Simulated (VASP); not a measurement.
# HfC: single point with r2SCAN

HfC:

```
Hf C
1.0
     0.00000    2.32034    2.32034
     2.32034    0.00000    2.32034
     2.32034    2.32034    0.00000
Hf C
1 1
Direct
  0.50000 0.50000 0.50000
  0.00000 0.00000 0.00000
```

```
Program                : VASP 6.6.1
Task                   : single point
Functional             : r2SCAN
Potentials or basis    : VASP PAW PBE potentials, release 64 (Hf_pv, C)
Cutoff                 : 520 eV
k mesh                 : 12 × 12 × 12
Occupations            : fermi-dirac, width 0.01 eV
Spin                   : no spin polarisation
Dipole correction      : no
Further INCAR settings : ALGO = Normal; EDIFF = 1e-06; NBANDS = 14
```

| Quantity | Value |
| --- | --- |
| Pressure | -1.1 GPa |
| Band gap on the k mesh | zero (band 7 reaches 6.95 eV, above the bottom of band 8 at 5.52 eV) |

Levels at points of the mesh, in eV from the Fermi level:
| k point | band 4 | band 5 | band 6 | band 7 | band 8 | band 9 | band 10 | band 11 |
| --- | --- | --- | --- | --- | --- | --- | --- | --- |
| (0.00, 0.00, 0.00) | -13.16 | 0.92 | 0.92 | 0.92 | 1.55 | 1.55 | 1.55 | 3.47 |
| (0.50, 0.00, 0.00) | -9.38 | -6.44 | -3.26 | -3.26 | 5.60 | 5.60 | 6.15 | 6.92 |
| (0.50, 0.50, 0.00) | -11.27 | -2.89 | -1.73 | -0.26 | -0.26 | 5.41 | 7.03 | 7.03 |

Run time: 39 s on 1 thread of Intel(R) Xeon(R) Platinum 8559C (Emerald Rapids), with other jobs on the host, peak memory 0.16 GiB.

Caveat: the PAW data sets were made with another functional, which shifts forces and pressure a little; spin-orbit coupling is left out, which moves the levels of the heavy elements.
